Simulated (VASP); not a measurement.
# Tl2Pb (Fm-3m) in VASP: notebook

Tl2Pb is run at these levels: PBE; tasks: relaxation of cell and atoms, single point.

Everything below comes from runs of VASP 6.6.1. Logs are shortened: lines on timing, memory, paths and dates and some standing lists are left out, and cuts for length are marked.

## 1. The cell of the first run

Symmetry: Fm-3m, No. 225, cubic system. The conventional cell has a = 7.749 Å, b = 7.749 Å, c = 7.749 Å, α = 90.00°, β = 90.00°, γ = 90.00°. Within 4.4 Å of Tl (site symmetry -43m) lie 4 Pb at 3.36 Å and 6 Tl at 3.87 Å. Pb (site symmetry m-3m) has 8 Tl at 3.36 Å within 4.4 Å.

## 2. Relaxation of cell and atoms, PBE

The input, INCAR:

```
ALGO = Normal
EDIFF = 1E-6
EDIFFG = -0.01
ENCUT = 600
GGA = PE
IBRION = 2
ISIF = 3
ISMEAR = 0
LASPH = T
LCHARG = F
LREAL = F
LWAVE = F
NELM = 100
NSW = 100
PREC = Accurate
SIGMA = 0.1
```

The input, KPOINTS:

```
k-points
0
Gamma
  10 10 10
```

The input, POSCAR:

```
Tl2Pb
1.0
    0.0000000000      3.8747052500      3.8747052500
    3.8747052500      0.0000000000      3.8747052500
    3.8747052500      3.8747052500      0.0000000000
Tl Pb
2 1
Direct
    0.2500000000      0.2500000000      0.2500000000
    0.7500000000      0.7500000000      0.7500000000
    0.0000000000      0.0000000000      0.0000000000
```

Potentials or basis: VASP PAW PBE potentials, release 64 (Tl_d, Pb_d).

The run is started by

```
> cat potpaw_PBE.64/Tl_d/POTCAR potpaw_PBE.64/Pb_d/POTCAR > POTCAR
> mpirun -np 1 vasp_std > vasp.out
```

OUTCAR:

```text
EDIFF = 1E-6
   EDIFFG = -0.01
   ENCUT = 600
   GGA = PE
   IBRION = 2
   ISIF = 3
   ISMEAR = 0
   LASPH = T
   LREAL = F
   NELM = 100
   NSW = 100
   PREC = Accurate

 ion  position               nearest neighbor table
   1  0.250  0.250  0.250-   3 3.36   3 3.36   3 3.36   3 3.36   2 3.87   2 3.87   2 3.87   2 3.87
                             2 3.87   2 3.87
   2  0.750  0.750  0.750-   3 3.36   3 3.36   3 3.36   3 3.36   1 3.87   1 3.87   1 3.87   1 3.87
                             1 3.87   1 3.87
   3  0.000  0.000  0.000-   2 3.36   2 3.36   2 3.36   1 3.36   2 3.36   1 3.36   1 3.36   1 3.36

  LATTYP: Found a face centered cubic cell.
 ALAT       =     7.7494105000

  Lattice vectors:

 A1 = (   0.0000000000,   3.8747052500,   3.8747052500)
 A2 = (   3.8747052500,   0.0000000000,   3.8747052500)
 A3 = (   3.8747052500,   3.8747052500,   0.0000000000)

Analysis of symmetry for initial positions (statically):
=====================================================================
 Subroutine PRICEL returns:
 Original cell was already a primitive cell.

 Routine SETGRP: Setting up the symmetry group for a
 face centered cubic supercell.

 Subroutine GETGRP returns: Found 48 space group operations
 (whereof 48 operations were pure point group operations)
 out of a pool of 48 trial point group operations.

The static configuration has the point symmetry O_h .

Analysis of symmetry for dynamics (positions and initial velocities):
=====================================================================
 Subroutine PRICEL returns:
 Original cell was already a primitive cell.

 Routine SETGRP: Setting up the symmetry group for a
 face centered cubic supercell.

 Subroutine GETGRP returns: Found 48 space group operations
 (whereof 48 operations were pure point group operations)
 out of a pool of 48 trial point group operations.

The dynamic configuration has the point symmetry O_h .

 Subroutine INISYM returns: Found 48 space group operations
 (whereof 48 operations are pure point group operations),
 and found     1 'primitive' translations

----------------------------------------------------------------------------------------

                                     Primitive cell

  volume of cell :     116.3445

  direct lattice vectors                    reciprocal lattice vectors
     0.000000000  3.874705250  3.874705250    -0.129042074  0.129042074  0.129042074
     3.874705250  0.000000000  3.874705250     0.129042074 -0.129042074  0.129042074
     3.874705250  3.874705250  0.000000000     0.129042074  0.129042074 -0.129042074

  length of vectors
     5.479660715  5.479660715  5.479660715     0.223507428  0.223507428  0.223507428

  position of ions in fractional coordinates (direct lattice)
     0.250000000  0.250000000  0.250000000
     0.750000000  0.750000000  0.750000000
     0.000000000  0.000000000  0.000000000

  ion indices of the primitive-cell ions
   primitive index   ion index
                 1           1
                 2           2
                 3           3

----------------------------------------------------------------------------------------

 KPOINTS: k-points

Automatic generation of k-mesh.
 Grid dimensions read from file:
 generate k-points for:   10   10   10

 Generating k-lattice:

  Cartesian coordinates                     Fractional coordinates (reciprocal lattice)
    -0.012904207  0.012904207  0.012904207     0.100000000  0.000000000  0.000000000
     0.012904207 -0.012904207  0.012904207     0.000000000  0.100000000  0.000000000
     0.012904207  0.012904207 -0.012904207     0.000000000  0.000000000  0.100000000

  Length of vectors
     0.022350743  0.022350743  0.022350743

  Shift w.r.t. Gamma in fractional coordinates (k-lattice)
     0.000000000  0.000000000  0.000000000

 Subroutine IBZKPT returns following result:
 ===========================================

 Found     47 irreducible k-points:

 Following reciprocal coordinates:
            Coordinates               Weight
  0.000000  0.000000  0.000000      1.000000
  0.100000  0.000000  0.000000      8.000000
  0.200000  0.000000  0.000000      8.000000
  0.300000  0.000000  0.000000      8.000000
  0.400000  0.000000  0.000000      8.000000
  0.500000  0.000000  0.000000      4.000000
[... 16 lines left out ...]
  0.300000  0.300000  0.000000      6.000000
  0.400000  0.300000  0.000000     24.000000
 [... further k-points ...]
   k-points           NKPTS =     47   k-points in BZ     NKDIM =     47   number of bands    NBANDS=     24
   number of dos      NEDOS =    301   number of ions     NIONS =      3
   total plane-waves  NPLWV = 110592
   dimension x,y,z NGX =    48 NGY =   48 NGZ =   48
   dimension x,y,z NGXF=    96 NGYF=   96 NGZF=   96
   ions per type =               2   1
   NGX,Y,Z   is equivalent  to a cutoff of  14.56, 14.56, 14.56 a.u.
   NGXF,Y,Z  is equivalent  to a cutoff of  29.13, 29.13, 29.13 a.u.
 SYSTEM =  unknown system
   PREC   = accura    normal or accurate (medium, high low for compatibility)
   ISTART =      0    job   : 0-new  1-cont  2-samecut
   ICHARG =      2    charge: 1-file 2-atom 10-const
   ISPIN  =      1    spin polarized calculation?
   LNONCOLLINEAR =      F non collinear calculations
   LSORBIT =      F    spin-orbit coupling
   LASPH  =      T    aspherical Exc in radial PAW
   ENCUT  =  600.0 eV  44.10 Ry    6.64 a.u.  10.94 10.94 10.94*2*pi/ulx,y,z
   NELM   =    100;   NELMIN=  2; NELMDL= -5     # of ELM steps
   EDIFF  = 0.1E-05   stopping-criterion for ELM
   LREAL  =      F    real-space projection
   EDIFFG = -.1E-01   stopping-criterion for IOM
   NSW    =    100    number of steps for IOM
   IBRION =      2    ionic relax: 0-MD 1-quasi-New 2-CG
   NFREE  =      1    steps in history (QN), initial steepest desc. (CG)
   ISIF   =      3    stress and relaxation
   ISYM   =      2    0-nonsym 1-usesym 2-fastsym
   POTIM  = 0.5000    time-step for ionic-motion
   TEBEG  =    0.0;   TEEND  =   0.0 temperature during run
   PSTRESS=    0.0 pullay stress
   NELECT =      40.0000    total number of electrons
   NUPDOWN=      -1.0000    fix difference up-down
   EMIN   =  10.00;   EMAX   =-10.00  energy-range for DOS
   EFERMI =   0.00;   METHOD = LEGACY
   ISMEAR =     0;   SIGMA  =   0.10  broadening in eV -4-tet -1-fermi 0-gaus
   EFERMI_NEDOS =   21; number of points for ismear=-14 and -15
   IALGO  =     38    algorithm
   IMIX   =      4    mixing-type and parameters
     AMIX     =   0.40;   BMIX     =  1.00
     AMIX_MAG =   1.60;   BMIX_MAG =  1.00
  volume/ion in A,a.u.               =      38.78       261.71
  Fermi-wavevector in a.u.,A,eV,Ry     =   1.146866  2.167263 17.895777  1.315303
  Thomas-Fermi vector in A             =   2.283549
   LORBIT       =      0    0 simple, 1 ext, 2 COOP (PROOUT), +10 PAW based schemes
   GGA     = PE    functional components
   LHFCALC =     F    Hartree Fock is set to
   AEXX    =    0.0000 exact exchange contribution
   IVDW    =     0    specifies the selected vdW correction
   LEPSILON=     F    determine dielectric tensor
   LRPA    =     F    only Hartree local field effects (RPA)
 conjugate gradient relaxation of ions
 non-spin polarized calculation
 Gauss-broadening in eV      SIGMA  =   0.10
  energy-cutoff  :      600.00
  volume of cell :      116.34
 maximum number of plane-waves:      3904
 NGX is ok and might be reduce to    48
   NGX = 21   NGY = 21   NGZ = 21

--------------------------------------- Ionic step        1  -------------------------------------------

 number of electron      39.9999997 magnetization

 Free energy of the ion-electron system (eV)
  ---------------------------------------------------
  ext. energy  EPLUGINS =         0.00000000
  ---------------------------------------------------
  free energy    TOTEN  =        -7.64033448 eV

  energy without entropy =       -7.63496616  energy(sigma->0) =       -7.63765032

------------------------ aborting loop because EDIFF is reached ----------------------------------------

  FORCE on cell =-STRESS in cart. coord.  units (eV):
  Direction    XX          YY          ZZ          XY          YZ          ZX
  --------------------------------------------------------------------------------------
  -------------------------------------------------------------------------------------
  Total       -0.9827048     -0.9827048     -0.9827048      0.0000000      0.0000000      0.0000000
  in kB      -13.5328002    -13.5328002    -13.5328002      0.0000000      0.0000000      0.0000000
  external PRESSURE =     -13.5328002 kB  Pullay stress =       0.0000000 kB
[... 59 lines left out ...]
  energy  without entropy=       -7.6650778407  energy(sigma->0) =       -7.66764679

--------------------------------------- Ionic step        3  -------------------------------------------

 number of electron      40.0000007 magnetization

 Free energy of the ion-electron system (eV)
  ---------------------------------------------------
  ext. energy  EPLUGINS =         0.00000000
  ---------------------------------------------------
  free energy    TOTEN  =        -7.67202053 eV

  energy without entropy =       -7.66692798  energy(sigma->0) =       -7.66947426

 E-fermi :   4.6343     XC(G=0):  -8.9046

 val. band max:        4.6210410662   @ k =  -0.2000   0.3000   0.1000
 cond. band min:       4.6466528069   @ k =   0.1000   0.0000   0.0000
 fundamental gap:      0.0256117406
 Fermi energy:         4.6342721936

 k-point     1 :       0.0000    0.0000    0.0000
  band No.  band energies     occupation
      1     -12.1370      2.00000
      2     -12.1370      2.00000
      3     -12.1370      2.00000
      4     -12.1064      2.00000
      5     -12.1064      2.00000
      6      -6.9014      2.00000
[... 637 lines left out ...]
     23       8.4916      0.00000
     24       9.0606      0.00000

 [... further k-points ...]
[... 5 lines left out ...]
  --------------------------------------------------------------------------------------
  -------------------------------------------------------------------------------------
  Total       -0.0051270     -0.0051270     -0.0051270      0.0000000      0.0000000     -0.0000000
  in kB       -0.0751045     -0.0751045     -0.0751045      0.0000000      0.0000000     -0.0000000
  external PRESSURE =      -0.0751045 kB  Pullay stress =       0.0000000 kB
[... 18 lines left out ...]
  FREE ENERGIE OF THE ION-ELECTRON SYSTEM (eV)
  ---------------------------------------------------
  free  energy   TOTEN  =        -7.6720205297 eV

  energy  without entropy=       -7.6669279843  energy(sigma->0) =       -7.66947426

 reached required accuracy - stopping structural energy minimisation
```

Run time: 5.9 min. Hardware: 1 thread of Intel Xeon Platinum 8259CL at 2.50GHz (Skylake/Cascade Lake), shared host; peak memory 0.44 GiB.

Results:

| Quantity | Value |
| --- | --- |
| Free energy | -7.6720 eV |
| Relaxed volume | 36.46 Å³/atom |
| Relaxed cell | a = 5.368 Å, b = 5.368 Å, c = 5.368 Å, α = 60.00°, β = 60.00°, γ = 60.00° |
| Space group after relaxing (to 0.05 Å) | Fm-3m (No. 225) |
| Energy gained by relaxing | 10.6 meV/atom |
| Ionic steps | 3 |
| Pressure after relaxing | 0.0 GPa |
| Band gap on the k mesh | zero (band 20 reaches 5.09 eV, above the bottom of band 21 at 4.54 eV) |

Step by step:
```tsv
step	energy change (eV)	largest force (eV/Å)	pressure (GPa)	volume (Å³)
1	0.0000	0.0000	-1.35	116.34
2	-0.0299	0.0000	-0.36	110.92
3	-0.0317	0.0000	-0.01	109.37
```

Final structure:
```
CELL_PARAMETERS angstrom
0.00000 3.79570 3.79570
3.79570 0.00000 3.79570
3.79570 3.79570 0.00000
ATOMIC_POSITIONS crystal
Tl 0.25000 0.25000 0.25000
Tl 0.75000 0.75000 0.75000
Pb 0.00000 0.00000 0.00000
```

Levels at points of the mesh, in eV from the Fermi level:
```csv
k point,band 18,band 19,band 20,band 21,band 22,band 23
"(0.00, 0.00, 0.00)",-3.85,0.45,0.45,0.45,0.87,0.87
"(0.50, 0.00, 0.00)",-4.57,-0.69,-0.69,0.72,1.66,1.66
"(0.50, 0.50, 0.00)",-5.01,-2.11,-2.11,0.17,3.78,5.29
```

Caveat: spin-orbit coupling is left out, which moves the levels of the heavy elements.

## 3. Single point, PBE

This run uses another cell than the first one, of 36.43 Å³/atom, 0.939 times its volume.

The input, INCAR:

```
ALGO     = Normal         # electronic algorithm
EDIFF    = 1E-7           # SCF threshold, eV
ENCUT    = 520            # plane-wave cutoff, eV
GGA      = PE             # functional
ISIF     = 2              # what is computed and relaxed
ISMEAR   = 0              # smearing method
LASPH    = True           # aspherical terms in the spheres
LCHARG   = False          # write CHGCAR
LREAL    = False          # projectors in reciprocal space
LWAVE    = False          # write WAVECAR
NBANDS   = 27             # bands
NELM     = 100            # most SCF steps
PREC     = Accurate       # precision mode
SIGMA    = 0.1            # smearing width, eV
```

KPOINTS is that of step 2.

The input, POSCAR:

```
Tl2Pb
1.0
    0.0000000000      3.7946742932      3.7946742932
    3.7946742932      0.0000000000      3.7946742932
    3.7946742932      3.7946742932      0.0000000000
Tl Pb
2 1
Direct
    0.2500000000      0.2500000000      0.2500000000
    0.7500000000      0.7500000000      0.7500000000
    0.0000000000      0.0000000000      0.0000000000
```

Potentials or basis: VASP PAW PBE potentials, release 64 (Tl_d, Pb_d).

The run is started by

```
> cat potpaw_PBE.64/Tl_d/POTCAR potpaw_PBE.64/Pb_d/POTCAR > POTCAR
> mpirun -np 1 vasp_std > vasp.out
```

OUTCAR:

```text
EDIFF = 1E-7
   ENCUT = 520
   GGA = PE
   ISIF = 2
   ISMEAR = 0
   LASPH = True
   LREAL = False
   NELM = 100
   PREC = Accurate

 ion  position               nearest neighbor table
   1  0.250  0.250  0.250-   3 3.29   3 3.29   3 3.29   3 3.29   2 3.79   2 3.79   2 3.79   2 3.79
                             2 3.79   2 3.79
   2  0.750  0.750  0.750-   3 3.29   3 3.29   3 3.29   3 3.29   1 3.79   1 3.79   1 3.79   1 3.79
[... 918 lines left out ...]

  FORCE on cell =-STRESS in cart. coord.  units (eV):
  Direction    XX          YY          ZZ          XY          YZ          ZX
  --------------------------------------------------------------------------------------
  -------------------------------------------------------------------------------------
  Total       -0.0370658     -0.0370658     -0.0370658      0.0000000      0.0000000     -0.0000000
  in kB       -0.5434142     -0.5434142     -0.5434142      0.0000000      0.0000000     -0.0000000
  external PRESSURE =      -0.5434142 kB  Pullay stress =       0.0000000 kB

 VOLUME and BASIS-vectors are now :
 -----------------------------------------------------------------------------
  energy-cutoff  :      520.00
  volume of cell :      109.28
      direct lattice vectors                 reciprocal lattice vectors
     0.000000000  3.794674293  3.794674293    -0.131763614  0.131763614  0.131763614
     3.794674293  0.000000000  3.794674293     0.131763614 -0.131763614  0.131763614
     3.794674293  3.794674293  0.000000000     0.131763614  0.131763614 -0.131763614

 POSITION                                       TOTAL-FORCE (eV/Angst)
 -----------------------------------------------------------------------------------
      1.89734      1.89734      1.89734         0.000000      0.000000      0.000000
      5.69201      5.69201      5.69201        -0.000000     -0.000000     -0.000000
      0.00000      0.00000      0.00000         0.000000     -0.000000      0.000000
 -----------------------------------------------------------------------------------
    total drift:                               -0.000000     -0.000000      0.000000

  FREE ENERGIE OF THE ION-ELECTRON SYSTEM (eV)
  ---------------------------------------------------
  free  energy   TOTEN  =        -7.6714833431 eV

  energy  without entropy=       -7.6663927172  energy(sigma->0) =       -7.66893803
```

OSZICAR:

```text
N       E                     dE             d eps       ncg     rms          rms(c)
DAV:   1     0.317333799609E+03    0.31733E+03   -0.20114E+04  2538   0.146E+03
DAV:   2     0.900195056676E+01   -0.30833E+03   -0.30068E+03  2583   0.368E+02
DAV:   3    -0.728819045765E+01   -0.16290E+02   -0.16076E+02  3030   0.939E+01
DAV:   4    -0.771430682558E+01   -0.42612E+00   -0.42575E+00  2905   0.157E+01
DAV:   5    -0.773118105448E+01   -0.16874E-01   -0.16874E-01  3174   0.320E+00    0.260E+00
DAV:   6    -0.767472317367E+01    0.56458E-01   -0.11733E-01  2706   0.239E+00    0.181E+00
DAV:   7    -0.766920516864E+01    0.55180E-02   -0.63792E-02  2607   0.178E+00    0.704E-01
DAV:   8    -0.767087115913E+01   -0.16660E-02   -0.94116E-03  2655   0.650E-01    0.107E-01
DAV:   9    -0.767120410634E+01   -0.33295E-03   -0.88473E-04  2798   0.216E-01    0.445E-02
DAV:  10    -0.767147342294E+01   -0.26932E-03   -0.69627E-04  2645   0.124E-01    0.243E-02
DAV:  11    -0.767148316655E+01   -0.97436E-05   -0.32555E-05  2867   0.367E-02    0.130E-02
DAV:  12    -0.767148242389E+01    0.74266E-06   -0.12025E-05  2895   0.213E-02    0.206E-03
DAV:  13    -0.767148310474E+01   -0.68086E-06   -0.17354E-06  2739   0.528E-03    0.206E-03
DAV:  14    -0.767148325614E+01   -0.15140E-06   -0.36116E-07  1971   0.410E-03    0.372E-04
DAV:  15    -0.767148334314E+01   -0.87000E-07   -0.60048E-08  1783   0.233E-03
   1 F= -.76714833E+01 E0= -.76689380E+01  d E =-.509063E-02
```

stdout:

```text
POSCAR found type information on POSCAR TlPb
 POSCAR found :  2 types and       3 ions
 scaLAPACK will be used
 LDA part: xc-table for (Slater+PW92), standard interpolation
 POSCAR, INCAR and KPOINTS ok, starting setup
 FFT: planning ... GRIDC
 FFT: planning ... GRID_SOFT
 FFT: planning ... GRID
 WAVECAR not read
 entering main loop
```

It took 2 min on 1 thread of Intel Xeon Platinum 8375C at 2.90GHz (Ice Lake), shared host; peak memory 0.31 GiB.

What came out:

```yaml
Free_energy: -7.6715 eV
Pressure: -0.1 GPa
Band_gap_on_the_k_mesh: zero (band 20 reaches 5.09 eV, above the bottom of band 21 at 4.54 eV)
```

Caveat: spin-orbit coupling is left out, which moves the levels of the heavy elements.

## 4. Relaxation of cell and atoms, PBE

This run uses another cell than the first one, of 36.43 Å³/atom, 0.939 times its volume.

The input, INCAR:

```
  PREC = Accurate
  ENCUT = 600
  EDIFF = 1E-7
  ISMEAR = 0
  SIGMA = 0.1
  LREAL = F
  LASPH = T
  NELM = 100
  ALGO = Normal
  ISIF = 3
  LWAVE = F
  LCHARG = F
  GGA = PE
  IBRION = 2
  NSW = 100
  EDIFFG = -0.01
```

The input, KPOINTS:

```
Automatic mesh
0
Gamma
  10 10 10
```

POSCAR is that of step 3.

The run is started by

```
> cat potpaw_PBE.64/Tl_d/POTCAR potpaw_PBE.64/Pb_d/POTCAR > POTCAR
> mpirun -np 1 vasp_std > vasp.out
```

It took 3.4 min on 1 thread of Intel Xeon Platinum 8375C at 2.90GHz (Ice Lake), shared host; peak memory 0.39 GiB.

It converged, with:

```
Free energy             : -7.6715 eV
Pressure after relaxing : 0.0 GPa
Band gap on the k mesh  : zero (band 20 reaches 5.09 eV, above the bottom of band 21 at 4.54 eV)
```

Final structure:
```
Tl Pb
1.0
     0.00000    3.79467    3.79467
     3.79467    0.00000    3.79467
     3.79467    3.79467    0.00000
Tl Pb
2 1
Direct
  0.25000 0.25000 0.25000
  0.75000 0.75000 0.75000
  0.00000 0.00000 0.00000
```

Levels at points of the mesh, in eV from the Fermi level:
```tsv
k point	band 18	band 19	band 20	band 21	band 22	band 23
(0.00, 0.00, 0.00)	-3.85	0.45	0.45	0.45	0.87	0.87
(0.50, 0.00, 0.00)	-4.57	-0.69	-0.69	0.72	1.66	1.66
(0.50, 0.50, 0.00)	-5.01	-2.11	-2.11	0.17	3.79	5.30
```

Caveat: the relaxation stopped at its first step, so nothing moved; spin-orbit coupling is left out, which moves the levels of the heavy elements.

(Part 1 of 2 ends here.)
